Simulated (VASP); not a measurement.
Here is a VASP 6.6.1 calculation.

File INCAR:

```
  PREC = Accurate
  ENCUT = 600
  EDIFF = 1E-6
  ISMEAR = 1
  SIGMA = 0.05
  LREAL = False
  LASPH = True
  NELM = 120
  ALGO = Normal
  ISIF = 2
  LWAVE = False
  LCHARG = False
  GGA = PE
  NBANDS = 15
  GGA_COMPAT = False
```

KPOINTS

```
regular mesh
0
Gamma
  11 11 11
```

POSCAR

```
TaN
1.0
    3.0815710000      0.0000000000      0.0000000000
    1.5407855000      2.6687187696      0.0000000000
    1.5407855000      0.8895729232      2.5160921854
Ta N
1 1
Direct
    0.5000000000      0.5000000000      0.5000000000
    0.0000000000      0.0000000000      0.0000000000
```

Potentials or basis: VASP PAW PBE potentials, release 64 (Ta_pv, N).

The run is started by

```bash
$ cat potpaw_PBE.64/Ta_pv/POTCAR potpaw_PBE.64/N/POTCAR > POTCAR
$ mpirun -np 1 vasp_std > vasp.out
```

**Question.** What does it give for the band gap on the k mesh?

**Answer.** Zero (band 8 reaches 11.61 eV, above the bottom of band 9 at 7.68 eV).

**Question.** Estimate the pressure.

**Answer.** 15.4 GPa.

Caveat: spin-orbit coupling is left out, which moves the levels of the heavy elements.
